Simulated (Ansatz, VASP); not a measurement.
## Two plane-wave programs on TiGe4Mo

```
CELL_PARAMETERS angstrom
3.34154 0.00000 0.00000
0.00000 3.34154 0.00000
0.00000 0.00000 8.49043
ATOMIC_POSITIONS crystal
Ti 0.50000 0.50000 0.50000
Ge 0.00000 0.00000 0.66520
Ge 0.50000 0.50000 0.16014
Ge 0.00000 0.00000 0.33480
Ge 0.50000 0.50000 0.83986
Mo 0.00000 0.00000 0.00000
```

Alike in both runs: functional PBE; k mesh 6 × 6 × 2; occupations gaussian, width 0.1 eV; no spin polarisation.

Ansatz relaxed the structure, and its values are those at the end. VASP's run is a single point on that final structure, the one shown.

```csv
,VASP,Ansatz
version,VASP 6.6.1,Ansatz 0.2.0
potentials or method,"VASP PAW PBE potentials, release 64 (Ti_sv, Ge_d, Mo_sv), cutoff 520 eV","scalar-relativistic, plane waves, PAW"
valence electrons in the cell,82,82
```

VASP gave:

| Item | Value |
| --- | --- |
| gap on the k mesh at the Fermi level (eV) | none |
| pressure (GPa) | 0.2 |
| rms of the force components (eV/Å) | 0.005 |

Problem. Which values does Ansatz return?

Solution. gap on the k mesh at the Fermi level (eV): none; pressure (GPa): 0.0; rms of the force components (eV/Å): 0.006.

A gap of «none» marks a metal or a gap that the smearing closes. With one functional, cell and mesh, what is left measures potentials, basis and numerics.

The k mesh is coarse, so the values compare programs but aren't converged.
